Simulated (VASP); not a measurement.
# V4Si (P6/mmm) in VASP: a series of runs, part 2 of 2

VASP 6.6.1. The steps go on from the part before.

## 3. Single point, PBE, collinear spin, ferromagnetic start

This run uses another cell than the first one, of 19.02 Å³/atom, 1.377 times its volume.

INCAR reads:

```
  ALGO = Fast
  EDIFF = 1E-6
  ENCUT = 520
  GGA = PE
  ISIF = 2
  ISMEAR = 0
  ISPIN = 2
  LASPH = True
  LCHARG = False
  LMAXMIX = 4
  LORBIT = 11
  LREAL = False
  LWAVE = False
  MAGMOM = 2 2 2 2 0
  NBANDS = 40
  NELM = 150
  PREC = Accurate
  SIGMA = 0.1
```

KPOINTS reads:

```
k-points
0
Gamma
  6 6 4
```

POSCAR reads:

```
V4Si
1.0
    4.8863741856      0.0000000000      0.0000000000
   -2.4431870928      4.2317241772      0.0000000000
    0.0000000000      0.0000000000      4.6002562236
V Si
4 1
Direct
    0.5000000000      0.0000000000      0.0000000000
    0.0000000000      0.5000000000      0.0000000000
    0.5000000000      0.5000000000      0.0000000000
    0.0000000000      0.0000000000      0.5000000000
    0.0000000000      0.0000000000      0.0000000000
```

Potentials or basis: VASP PAW PBE potentials, release 64 (V_sv, Si).

On the command line:

```bash
cat potpaw_PBE.64/V_sv/POTCAR potpaw_PBE.64/Si/POTCAR > POTCAR
mpirun -np 1 vasp_std > vasp.out
```

OUTCAR:

```text
EDIFF = 1E-6
   ENCUT = 520
   GGA = PE
   ISIF = 2
   ISMEAR = 0
   ISPIN = 2
   LASPH = True
   LORBIT = 11
   LREAL = False
   NELM = 150
   PREC = Accurate

 ion  position               nearest neighbor table
   1  0.500  0.000  0.000-   5 2.44   5 2.44   2 2.44   3 2.44   3 2.44   2 2.44
   2  0.000  0.500  0.000-   3 2.44   3 2.44   5 2.44   5 2.44   1 2.44   1 2.44
   3  0.500  0.500  0.000-   2 2.44   2 2.44   5 2.44   1 2.44   1 2.44   5 2.44
   4  0.000  0.000  0.500-   5 2.30   5 2.30
   5  0.000  0.000  0.000-   4 2.30   4 2.30   1 2.44   1 2.44   3 2.44   2 2.44   2 2.44   3 2.44

  LATTYP: Found a hexagonal cell.
 ALAT       =     4.8863741856
 C/A-ratio  =     0.9414457528

  Lattice vectors:

 A1 = (   4.8863741856,   0.0000000000,   0.0000000000)
 A2 = (  -2.4431870928,   4.2317241772,   0.0000000000)
 A3 = (   0.0000000000,   0.0000000000,   4.6002562236)

Analysis of symmetry for initial positions (statically):
=====================================================================
 Subroutine PRICEL returns:
 Original cell was already a primitive cell.

 Routine SETGRP: Setting up the symmetry group for a
 hexagonal supercell.

 Subroutine GETGRP returns: Found 24 space group operations
 (whereof 24 operations were pure point group operations)
 out of a pool of 24 trial point group operations.

The static configuration has the point symmetry D_6h.

Analysis of symmetry for dynamics (positions and initial velocities):
=====================================================================
 Subroutine PRICEL returns:
 Original cell was already a primitive cell.

 Routine SETGRP: Setting up the symmetry group for a
 hexagonal supercell.

 Subroutine GETGRP returns: Found 24 space group operations
 (whereof 24 operations were pure point group operations)
 out of a pool of 24 trial point group operations.

The dynamic configuration has the point symmetry D_6h.

Analysis of structural, dynamic, and magnetic symmetry:
=====================================================================
 Subroutine PRICEL returns:
 Original cell was already a primitive cell.

 Routine SETGRP: Setting up the symmetry group for a
 hexagonal supercell.

 Subroutine GETGRP returns: Found 24 space group operations
 (whereof 24 operations were pure point group operations)
 out of a pool of 24 trial point group operations.

The overall configuration has the point symmetry D_6h.

 Subroutine INISYM returns: Found 24 space group operations
 (whereof 24 operations are pure point group operations),
 and found     1 'primitive' translations

----------------------------------------------------------------------------------------

                                     Primitive cell

  volume of cell :      95.1231

  direct lattice vectors                    reciprocal lattice vectors
     4.886374186  0.000000000  0.000000000     0.204650721  0.118155149  0.000000000
    -2.443187093  4.231724177  0.000000000     0.000000000  0.236310298  0.000000000
     0.000000000  0.000000000  4.600256224     0.000000000  0.000000000  0.217379196

  length of vectors
     4.886374186  4.886374186  4.600256224     0.236310298  0.236310298  0.217379196

  position of ions in fractional coordinates (direct lattice)
     0.500000000  0.000000000  0.000000000
[... 83 lines left out ...]
   NSW    =      0    number of steps for IOM
   IBRION =     -1    ionic relax: 0-MD 1-quasi-New 2-CG
   NFREE  =      0    steps in history (QN), initial steepest desc. (CG)
   ISIF   =      2    stress and relaxation
   ISYM   =      2    0-nonsym 1-usesym 2-fastsym
   POTIM  = 0.5000    time-step for ionic-motion
   TEBEG  =    0.0;   TEEND  =   0.0 temperature during run
   PSTRESS=    0.0 pullay stress
   NELECT =      56.0000    total number of electrons
   NUPDOWN=      -1.0000    fix difference up-down
   EMIN   =  10.00;   EMAX   =-10.00  energy-range for DOS
   EFERMI =   0.00;   METHOD = LEGACY
   ISMEAR =     0;   SIGMA  =   0.10  broadening in eV -4-tet -1-fermi 0-gaus
   EFERMI_NEDOS =   21; number of points for ismear=-14 and -15
   IALGO  =     68    algorithm
   IMIX   =      4    mixing-type and parameters
     AMIX     =   0.40;   BMIX     =  1.00
     AMIX_MAG =   1.60;   BMIX_MAG =  1.00
  volume/ion in A,a.u.               =      19.02       128.38
  Fermi-wavevector in a.u.,A,eV,Ry     =   1.372067  2.592832 25.613909  1.882569
  Thomas-Fermi vector in A             =   2.497708
   LORBIT       =     11    0 simple, 1 ext, 2 COOP (PROOUT), +10 PAW based schemes
   GGA     = PE    functional components
   LHFCALC =     F    Hartree Fock is set to
   AEXX    =    0.0000 exact exchange contribution
   IVDW    =     0    specifies the selected vdW correction
   LEPSILON=     F    determine dielectric tensor
   LRPA    =     F    only Hartree local field effects (RPA)
 spin polarized calculation
 RMM-DIIS sequential band-by-band and
 Gauss-broadening in eV      SIGMA  =   0.10
  energy-cutoff  :      520.00
  volume of cell :       95.12
 maximum number of plane-waves:      2580
   NGX = 19   NGY = 19   NGZ = 17

 number of electron      55.9999986 magnetization       0.3823924

 Free energy of the ion-electron system (eV)
  ---------------------------------------------------
  ext. energy  EPLUGINS =         0.00000000
  ---------------------------------------------------
  free energy    TOTEN  =       -36.59025143 eV

  energy without entropy =      -36.53078085  energy(sigma->0) =      -36.56051614

 E-fermi :   5.9296     XC(G=0): -10.5001

 val. band max:        5.9235337369   @ k =   0.3333   0.3333   0.0000
 cond. band min:       5.9380658312   @ k =   0.5000  -0.0000   0.0000
 fundamental gap:      0.0145320943
 Fermi energy:         5.9296372362

 spin component 1

 k-point     1 :       0.0000    0.0000    0.0000
  band No.  band energies     occupation
      1     -58.4989      1.00000
      2     -58.1793      1.00000
      3     -57.9361      1.00000
      4     -57.9361      1.00000
      5     -32.6188      1.00000
      6     -32.4418      1.00000
[... 892 lines left out ...]
     39       8.4775      0.00000
     40       8.6380      0.00000
 Fermi energy:         5.9296372362

 spin component 2

 k-point     1 :       0.0000    0.0000    0.0000
  band No.  band energies     occupation
      1     -58.5178      1.00000
      2     -58.0754      1.00000
      3     -57.8324      1.00000
      4     -57.8324      1.00000
      5     -32.5092      1.00000
      6     -32.4563      1.00000
[... 892 lines left out ...]
     39       8.5169      0.00000
     40       8.7627      0.00000

------------------------ aborting loop because EDIFF is reached ----------------------------------------

  FORCE on cell =-STRESS in cart. coord.  units (eV):
  Direction    XX          YY          ZZ          XY          YZ          ZX
  --------------------------------------------------------------------------------------
  -------------------------------------------------------------------------------------
  Total        0.2549585      0.2549585     -3.5497523     -0.0000000     -0.0000000      0.0000000
  in kB        4.2943158      4.2943158    -59.7891720     -0.0000000     -0.0000000      0.0000000
  external PRESSURE =     -17.0668468 kB  Pullay stress =       0.0000000 kB

 VOLUME and BASIS-vectors are now :
 -----------------------------------------------------------------------------
  energy-cutoff  :      520.00
  volume of cell :       95.12
      direct lattice vectors                 reciprocal lattice vectors
     4.886374186  0.000000000  0.000000000     0.204650721  0.118155149  0.000000000
    -2.443187093  4.231724177  0.000000000     0.000000000  0.236310298  0.000000000
     0.000000000  0.000000000  4.600256224     0.000000000  0.000000000  0.217379196

 POSITION                                       TOTAL-FORCE (eV/Angst)
 -----------------------------------------------------------------------------------
      2.44319      0.00000      0.00000        -0.000000      0.000000      0.000000
     -1.22159      2.11586      0.00000         0.000000      0.000000      0.000000
      1.22159      2.11586      0.00000        -0.000000      0.000000      0.000000
      0.00000      0.00000      2.30013        -0.000000      0.000000      0.000000
      0.00000      0.00000      0.00000        -0.000000      0.000000      0.000000
 -----------------------------------------------------------------------------------
    total drift:                                0.000000      0.000000     -0.000000

  FREE ENERGIE OF THE ION-ELECTRON SYSTEM (eV)
  ---------------------------------------------------
  free  energy   TOTEN  =       -36.5902514265 eV

  energy  without entropy=      -36.5307808457  energy(sigma->0) =      -36.56051614

 total charge

# of ion       s       p       d       tot
------------------------------------------
    1        2.307   6.175   3.175  11.656
    2        2.307   6.175   3.175  11.656
    3        2.307   6.175   3.175  11.656
    4        2.215   6.133   2.974  11.322
    5        0.783   1.081   0.000   1.864
--------------------------------------------------
tot          9.918  25.737  12.498  48.153

 magnetization (x)

# of ion       s       p       d       tot
------------------------------------------
    1        0.004   0.008   0.102   0.113
    2        0.004   0.008   0.102   0.113
    3        0.004   0.008   0.102   0.113
    4       -0.001  -0.000  -0.020  -0.021
    5       -0.001  -0.002   0.000  -0.003
--------------------------------------------------
tot          0.010   0.020   0.285   0.316
```

OSZICAR:

```text
N       E                     dE             d eps       ncg     rms          rms(c)
DAV:   1     0.805363140150E+03    0.80536E+03   -0.33077E+04  3528   0.148E+03
DAV:   2    -0.778637228656E+01   -0.81315E+03   -0.79426E+03  3472   0.509E+02
DAV:   3    -0.420760569201E+02   -0.34290E+02   -0.32816E+02  4312   0.120E+02
DAV:   4    -0.428871909303E+02   -0.81113E+00   -0.80453E+00  3936   0.167E+01
[... 14 lines left out ...]
RMM:  19    -0.365902376945E+02    0.10173E-03   -0.23674E-04  4031   0.662E-02    0.692E-02
RMM:  20    -0.365902488908E+02   -0.11196E-04   -0.52346E-05  3854   0.328E-02    0.581E-02
RMM:  21    -0.365902537559E+02   -0.48651E-05   -0.83440E-06  3383   0.142E-02    0.551E-02
RMM:  22    -0.365902512265E+02    0.25294E-05   -0.61459E-06  3178   0.115E-02    0.322E-02
RMM:  23    -0.365902514265E+02   -0.20005E-06   -0.16728E-06  2400   0.659E-03
   1 F= -.36590251E+02 E0= -.36560516E+02  d E =-.594706E-01  mag=     0.3786
```

stdout:

```text
POSCAR found type information on POSCAR V Si
 POSCAR found :  2 types and       5 ions
 scaLAPACK will be used
 LDA part: xc-table for (Slater+PW92), standard interpolation
 POSCAR, INCAR and KPOINTS ok, starting setup
 FFT: planning ... GRIDC
 FFT: planning ... GRID_SOFT
 FFT: planning ... GRID
 WAVECAR not read
 entering main loop
```

Run time: 3.4 min. Hardware: 1 thread of Intel Xeon Platinum 8259CL at 2.50GHz (Skylake/Cascade Lake), shared host; peak memory 0.3 GiB.

Results:

```
Free energy                                           : -36.5903 eV
Pressure                                              : -1.7 GPa
Net moment                                            : 0.38 μB per cell
Site moments                                          : V +0.11, -0.02; Si -0.00 μB
Valence electrons inside the program's atomic spheres : V 11.66, 11.32; Si 1.86
```
